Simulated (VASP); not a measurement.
Input of a VASP 6.6.1 run:

Contents of INCAR:

```
SYSTEM = Hg
PREC = Accurate
ENCUT = 520
EDIFF = 1E-6
ISMEAR = -1
SIGMA = 0.05
LREAL = .False.
LASPH = .True.
NELM = 150
ALGO = Fast
ISIF = 2
LWAVE = .False.
LCHARG = .True.
LNONCOLLINEAR = .True.
MAGMOM = 0 0 0 0 0 0
LORBIT = 11
LSORBIT = .True.
GGA_COMPAT = .False.
LORBMOM = .True.
GGA = PS
LVHAR = .True.
NBANDS = 36
```

The input KPOINTS:

```
Automatic mesh
0
Gamma
  9 9 5
  0 0 0
```

The input POSCAR:

```
Hg
1.0
    3.4618096384      0.0000000000      0.0000000000
   -1.7309048192      2.9980150899      0.0000000000
    0.0000000000      0.0000000000      5.4875482800
Hg
2
Direct
    0.3333333333      0.6666666667      0.2500000000
    0.6666666667      0.3333333333      0.7500000000
```

Potentials or basis: VASP PAW PBE potentials, release 64 (Hg).

Launch:

```console
$ cat potpaw_PBE.64/Hg/POTCAR > POTCAR
$ mpirun -np 1 vasp_ncl > vasp.out
```

Question: What does it give for the net moment?

Answer: 0.00 μB per cell.

Question: What does it give for the pressure?

Answer: -3.0 GPa.

Stress tensor (GPa, compression positive):
```
-3.00  0.00  0.00
 0.00 -3.00  0.00
 0.00  0.00 -2.87
```

Caveat: the PAW data sets were made with another functional, which shifts forces and pressure a little.
